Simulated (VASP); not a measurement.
A run of VASP 6.6.1 is set up as follows.

INCAR

```
SYSTEM = RbAg4
PREC = Accurate
ENCUT = 520
EDIFF = 1E-6
ISMEAR = 0
SIGMA = 0.2
LREAL = .False.
LASPH = .True.
NELM = 60
ALGO = Fast
ISIF = 2
LWAVE = .False.
LCHARG = .False.
GGA = PE
NBANDS = 34
```

KPOINTS

```
regular mesh
0
Gamma
  6 6 4
  0 0 0
```

POSCAR

```
RbAg4
1.0
    5.6200821216     -0.0100301150     -0.0992645488
   -2.8188138733      4.8823005885      0.0807262838
   -0.1153463390      0.0411736297      6.3678637771
Rb Ag
1 4
Direct
   -0.0375877170     -0.2249799540      0.4999304274
    0.5086313001      0.0562270851      1.0011577493
    1.0095937690      0.5536118480      0.0040397774
    0.5101590128      0.5567281387     -0.0021935061
    1.0092036351      0.0584128823     -0.0029344479
```

Potentials or basis: VASP PAW PBE potentials, release 64 (Rb_sv, Ag).

Command:

```console
$ cat potpaw_PBE.64/Rb_sv/POTCAR potpaw_PBE.64/Ag/POTCAR > POTCAR
$ mpirun -np 1 vasp_std > vasp.out
```

Question: Predict the pressure.

Answer: -0.1 GPa.

Question: Estimate the largest force.

Answer: 0.024 eV/Å.

Question: Estimate the band gap on the k mesh.

Answer: Zero (an odd number of electrons rules out a gap without spin polarisation).

Forces in eV/Å, atoms in the order of the input:
```
Rb  -0.011  0.001  0.003
Ag  -0.005 -0.018  0.000
Ag   0.022  0.009  0.000
Ag  -0.020 -0.005 -0.001
Ag   0.013  0.013 -0.003
```
